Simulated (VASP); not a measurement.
Here is a VASP 6.6.1 calculation.

INCAR

```
SYSTEM = InSb3
PREC = Accurate
ENCUT = 520
EDIFF = 1E-6
ISMEAR = 0
SIGMA = 0.15
LREAL = .False.
LASPH = .True.
NELM = 80
ALGO = Normal
ISIF = 2
LWAVE = .False.
LCHARG = .False.
GGA = PE
NBANDS = 22
```

KPOINTS

```
Automatic mesh
0
Gamma
  10 10 10
  0 0 0
```

The input POSCAR:

```
InSb3
1.0
    5.0126204064      0.0000000000      0.0000000000
    0.0000000000      5.0126204064      0.0000000000
    0.0000000000      0.0000000000      4.4396778939
In Sb
1 3
Direct
    0.0000000000      0.0000000000      0.0000000000
    0.5000000000      0.0000000000      0.5000000000
    0.0000000000      0.5000000000      0.5000000000
    0.5000000000      0.5000000000      0.0000000000
```

Potentials or basis: VASP PAW PBE potentials, release 64 (In_d, Sb).

Launch:

```bash
$ cat potpaw_PBE.64/In_d/POTCAR potpaw_PBE.64/Sb/POTCAR > POTCAR
$ mpirun -np 1 vasp_std > vasp.out
```

(1) What does it give for the pressure?

(2) What does it give for the band gap on the k mesh?

Answers

(1) -0.2 GPa.

(2) zero (band 14 reaches 10.41 eV, above the bottom of band 15 at 6.57 eV).

Caveat: spin-orbit coupling is left out, which moves the levels of the heavy elements.
